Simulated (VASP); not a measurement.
ZnS:

```xyz
2
Lattice="0.0000 2.7020 2.7020 2.7020 0.0000 2.7020 2.7020 2.7020 0.0000" Properties=species:S:1:pos:R:3 pbc="T T T"
Zn    4.0530    4.0530    4.0530
S     0.0000    0.0000    0.0000
```

```yaml
Program: VASP 6.6.1
Task: relaxation of cell and atoms
Functional: revPBE
Potentials_or_basis: VASP PAW PBE potentials, release 64 (Zn, S)
Cutoff: 600 eV
k_mesh: 9 × 9 × 9
Occupations: fermi-dirac, width 0.05 eV
Spin: no spin polarisation
```

At the start: pressure 3.6 GPa; volume 19.73 Å³/atom.

**Question.** How do energy, volume and symmetry change on relaxing?

**Answer.** Over 5 steps the energy falls by 11.1 meV/atom and the volume is 20.76 Å³/atom (+5.2 %); space group F-43m (No. 216, to 0.05 Å).

The path:
```
step  energy change (eV)  largest force (eV/Å)  pressure (GPa)  volume (Å³)
   1              0.0000                0.0000            3.62        39.45
   2             -0.0207                0.0000           -0.79        42.05
   3             -0.0222                0.0000            0.06        41.51
   4             -0.0221                0.0000           -0.04        41.55
   5             -0.0222                0.0000            0.00        41.52
```

Final structure:
```cif
data_structure
_symmetry_space_group_name_H-M 'P 1'
_symmetry_Int_Tables_number 1
_cell_length_a 3.8867
_cell_length_b 3.8867
_cell_length_c 3.8867
_cell_angle_alpha 60.000
_cell_angle_beta 60.000
_cell_angle_gamma 60.000
_cell_volume 41.52
loop_
_atom_site_label
_atom_site_type_symbol
_atom_site_fract_x
_atom_site_fract_y
_atom_site_fract_z
_atom_site_occupancy
Zn1 Zn 0.75000 0.75000 0.75000 1
S1 S 0.00000 0.00000 0.00000 1
```

Caveat: the PAW data sets were made with another functional, which shifts forces and pressure a little.
